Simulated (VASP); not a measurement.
# Ir12S in VASP: single point with PBE+D3(BJ)

Aim: the single point of Ir12S with PBE+D3(BJ).

All numbers are computed with VASP 6.6.1; they aren't measurements. Logs are shortened: lines on timing, memory, paths and dates and some standing lists are left out, and cuts for length are marked.

## 1. The cell of the first run

The cell holds a slab with vacuum, 13 atoms: a = 5.431 Å, b = 5.431 Å, c = 21.001 Å, α = 90.00°, β = 90.00°, γ = 90.00°.

## 2. Single point, PBE+D3(BJ)

Input file INCAR:

```
  ALGO = Normal
  DIPOL = 0.5 0.5 0.295
  EDIFF = 1E-6
  ENCUT = 520
  GGA = PE
  IDIPOL = 3
  ISIF = 2
  ISMEAR = 0
  IVDW = 12
  LASPH = True
  LCHARG = False
  LDIPOL = True
  LREAL = False
  LWAVE = False
  NBANDS = 69
  NELM = 60
  PREC = Accurate
  SIGMA = 0.1
```

Input file KPOINTS:

```
k-points
0
Gamma
  5 5 1
```

Input file POSCAR:

```
Ir12S
1.0
    5.4309029918      0.0000000000      0.0000000000
    0.0000000000      5.4309029918      0.0000000000
    0.0000000000      0.0000000000     21.0013955423
Ir S
12 1
Direct
    0.2500000000      0.2500000000      0.1904635333
    0.2500000000      0.7500000000      0.1904635333
    0.7500000000      0.2500000000      0.1904635333
    0.7500000000      0.7500000000      0.1904635333
    0.0000000000      0.0000000000      0.2785823619
    0.0000000000      0.5000000000      0.2785823619
    0.5000000000      0.0000000000      0.2785823619
    0.5000000000      0.5000000000      0.2785823619
    0.2500000000      0.2500000000      0.3667087517
    0.2500000000      0.7500000000      0.3667087517
    0.7500000000      0.2500000000      0.3667087517
    0.7500000000      0.7500000000      0.3667087517
    0.3333333333      0.3333333333      0.4857484600
```

Potentials or basis: VASP PAW PBE potentials, release 64 (Ir, S).

The run is started by

```bash
cat potpaw_PBE.64/Ir/POTCAR potpaw_PBE.64/S/POTCAR > POTCAR
mpirun -np 1 vasp_std > vasp.out
```

OUTCAR:

```text
EDIFF = 1E-6
   ENCUT = 520
   GGA = PE
   ISIF = 2
   ISMEAR = 0
   IVDW = 12
   LASPH = True
   LREAL = False
   NELM = 60
   PREC = Accurate
 IVDW          = 12

 ion  position               nearest neighbor table
   1  0.250  0.250  0.190-   5 2.67   6 2.67   7 2.67   8 2.67   2 2.72   3 2.72   2 2.72   3 2.72

   2  0.250  0.750  0.190-   5 2.67   6 2.67   7 2.67   8 2.67   1 2.72   4 2.72   1 2.72   4 2.72

   3  0.750  0.250  0.190-   5 2.67   6 2.67   7 2.67   8 2.67   1 2.72   4 2.72   4 2.72   1 2.72
[... 15 lines left out ...]
  11  0.750  0.250  0.367-   5 2.67   6 2.67   7 2.67   8 2.67   9 2.72  12 2.72  12 2.72   9 2.72

  12  0.750  0.750  0.367-   5 2.67   6 2.67   7 2.67   8 2.67  10 2.72  11 2.72  11 2.72  10 2.72

  13  0.333  0.333  0.486-   9 2.58

  LATTYP: Found a simple tetragonal cell.
 ALAT       =     5.4309029918
 C/A-ratio  =     3.8670172481

  Lattice vectors:

 A1 = (   5.4309029918,   0.0000000000,   0.0000000000)
 A2 = (   0.0000000000,   5.4309029918,   0.0000000000)
 A3 = (   0.0000000000,   0.0000000000,  21.0013955423)

Analysis of symmetry for initial positions (statically):
=====================================================================
 Subroutine PRICEL returns:
 Original cell was already a primitive cell.

 Routine SETGRP: Setting up the symmetry group for a
 simple tetragonal supercell.

 Subroutine GETGRP returns: Found  2 space group operations
 (whereof  2 operations were pure point group operations)
 out of a pool of 16 trial point group operations.

The static configuration has the point symmetry C_1h.

Analysis of symmetry for dynamics (positions and initial velocities):
=====================================================================
 Subroutine PRICEL returns:
 Original cell was already a primitive cell.

 Routine SETGRP: Setting up the symmetry group for a
 simple tetragonal supercell.

 Subroutine GETGRP returns: Found  2 space group operations
 (whereof  2 operations were pure point group operations)
 out of a pool of 16 trial point group operations.

The dynamic configuration has the point symmetry C_1h.

 Subroutine INISYM returns: Found  2 space group operations
 (whereof  2 operations are pure point group operations),
 and found     1 'primitive' translations

----------------------------------------------------------------------------------------

                                     Primitive cell

[... 116 lines left out ...]
     AMIX_MAG =   1.60;   BMIX_MAG =  1.00
  volume/ion in A,a.u.               =      47.65       321.55
  Fermi-wavevector in a.u.,A,eV,Ry     =   0.931206  1.759724 11.798215  0.867144
  Thomas-Fermi vector in A             =   2.057675
   LORBIT       =      0    0 simple, 1 ext, 2 COOP (PROOUT), +10 PAW based schemes
   GGA     = PE    functional components
   LHFCALC =     F    Hartree Fock is set to
   AEXX    =    0.0000 exact exchange contribution
   IVDW    =    12    specifies the selected vdW correction
   LEPSILON=     F    determine dielectric tensor
   LRPA    =     F    only Hartree local field effects (RPA)
 non-spin polarized calculation
 Gauss-broadening in eV      SIGMA  =   0.10
  energy-cutoff  :      520.00
  volume of cell :      619.43
 maximum number of plane-waves:     16712
   NGX = 21   NGY = 21   NGZ = 79

 dipolmoment           0.000000      0.000000     -0.059897 electrons x Angstroem

 number of electron     113.9999983 magnetization

 dipolmoment           0.000000      0.000000      0.129241 electrons x Angstroem

 Free energy of the ion-electron system (eV)
  ---------------------------------------------------
  ext. energy  EPLUGINS =         0.00000000
  ---------------------------------------------------
  free energy    TOTEN  =       -99.84514892 eV

  energy without entropy =      -99.77797262  energy(sigma->0) =      -99.81156077

 E-fermi :  -1.0132     XC(G=0):  -5.1974

 val. band max:       -1.0317419140   @ k =   0.2000   0.2000   0.0000
 cond. band min:      -1.0071488194   @ k =   0.0000   0.0000   0.0000
 fundamental gap:      0.0245930946
 Fermi energy:        -1.0132419474

 k-point     1 :       0.0000    0.0000    0.0000
  band No.  band energies     occupation
      1     -12.3031      2.00000
      2     -10.8949      2.00000
      3      -8.4312      2.00000
      4      -8.4304      2.00000
      5      -8.3706      2.00000
      6      -8.2100      2.00000
[... 637 lines left out ...]
     68      -0.0291      0.00000
     69       0.1320      0.00000

------------------------ aborting loop because EDIFF is reached ----------------------------------------

 vacuum level on the upper side and lower side of the slab       (xc-potential included)         0.215        -0.559

 Edisp (eV)   -5.72545

 E8    (eV) :    -2.7803

  FORCE on cell =-STRESS in cart. coord.  units (eV):
  Direction    XX          YY          ZZ          XY          YZ          ZX
  --------------------------------------------------------------------------------------
  -------------------------------------------------------------------------------------
  Total     -10.87008   -10.87008    -8.37430     0.10951     0.14622     0.14622
  in kB     -28.11584   -28.11584   -21.66042     0.28326     0.37821     0.37820
  external pressure =      -25.96 kB  Pullay stress =        0.00 kB

 VOLUME and BASIS-vectors are now :
 -----------------------------------------------------------------------------
  energy-cutoff  :      520.00
  volume of cell :      619.43
      direct lattice vectors                 reciprocal lattice vectors
     5.430902992  0.000000000  0.000000000     0.184131442  0.000000000  0.000000000
     0.000000000  5.430902992  0.000000000     0.000000000  0.184131442  0.000000000
     0.000000000  0.000000000 21.001395542     0.000000000  0.000000000  0.047615883

 POSITION                                       TOTAL-FORCE (eV/Angst)
 -----------------------------------------------------------------------------------
      1.35773      1.35773      4.00000        -0.046794     -0.046794      0.076662
      1.35773      4.07318      4.00000        -0.040523      0.027762     -0.104614
      4.07318      1.35773      4.00000         0.027762     -0.040523     -0.104614
      4.07318      4.07318      4.00000        -0.081116     -0.081116     -0.235275
      0.00000      0.00000      5.85062         0.136240      0.136240      0.285961
      0.00000      2.71545      5.85062         0.188631     -0.097067      0.065610
      2.71545      0.00000      5.85062        -0.097067      0.188631      0.065610
      2.71545      2.71545      5.85062        -0.121335     -0.121335     -0.172832
      1.35773      1.35773      7.70140         0.271580      0.271580      2.721907
      1.35773      4.07318      7.70140        -0.020377     -0.199525      0.510872
      4.07318      1.35773      7.70140        -0.199525     -0.020377      0.510872
      4.07318      4.07318      7.70140         0.053760      0.053760      0.033625
      1.81030      1.81030     10.20140        -0.071236     -0.071236     -3.653784
 -----------------------------------------------------------------------------------
    total drift:                               -0.000151     -0.000151     -0.000498

  FREE ENERGIE OF THE ION-ELECTRON SYSTEM (eV)
  ---------------------------------------------------
  free  energy   TOTEN  =      -105.5705939625 eV

  energy  without entropy=     -105.5034176637  energy(sigma->0) =     -105.53700581

 vacuum level on the upper side and lower side of the slab         4.914         4.121
```

OSZICAR:

```text
N       E                     dE             d eps       ncg     rms          rms(c)
DAV:   1     0.107324390799E+04    0.10732E+04   -0.44391E+04  1242   0.138E+03
DAV:   2     0.296455021018E+02   -0.10436E+04   -0.96358E+03  1280   0.412E+02
DAV:   3    -0.970356345713E+02   -0.12668E+03   -0.11812E+03  1612   0.127E+02
DAV:   4    -0.107098516268E+03   -0.10063E+02   -0.93256E+01  1756   0.341E+01
[... 28 lines left out ...]
DAV:  33    -0.998451434323E+02   -0.54110E-05   -0.64135E-07   764   0.287E-03    0.136E-03
DAV:  34    -0.998451454626E+02   -0.20303E-05   -0.22512E-07   691   0.204E-03    0.141E-03
DAV:  35    -0.998451465963E+02   -0.11337E-05   -0.90183E-08   696   0.131E-03    0.101E-03
DAV:  36    -0.998451481955E+02   -0.15992E-05   -0.70908E-08   709   0.937E-04    0.761E-04
DAV:  37    -0.998451489192E+02   -0.72368E-06   -0.53675E-08   696   0.741E-04
   1 F= -.10557059E+03 E0= -.10553701E+03  d E =-.671763E-01
```

It took 37 min on 1 thread of Intel Xeon 8259CL, shared host; peak memory 0.71 GiB.

Results:

```yaml
Free_energy: -105.5706 eV
Largest_force: 3.655 eV/Å
Band_gap_on_the_k_mesh: zero (bands 57 and 58 overlap by 1.15 eV)
Dispersion_energy_per_atom: -0.440 eV
```

Forces on the atoms (eV/Å):
```
Ir  -0.047 -0.047  0.077
Ir  -0.041  0.028 -0.105
Ir   0.028 -0.041 -0.105
Ir  -0.081 -0.081 -0.235
Ir   0.136  0.136  0.286
Ir   0.189 -0.097  0.066
Ir  -0.097  0.189  0.066
Ir  -0.121 -0.121 -0.173
Ir   0.272  0.272  2.722
Ir  -0.020 -0.200  0.511
Ir  -0.200 -0.020  0.511
Ir   0.054  0.054  0.034
S   -0.071 -0.071 -3.654
```

Caveat: spin-orbit coupling is left out, which moves the levels of the heavy elements.

The gap in the log of VASP goes by the Fermi energy; the results here count the filled bands.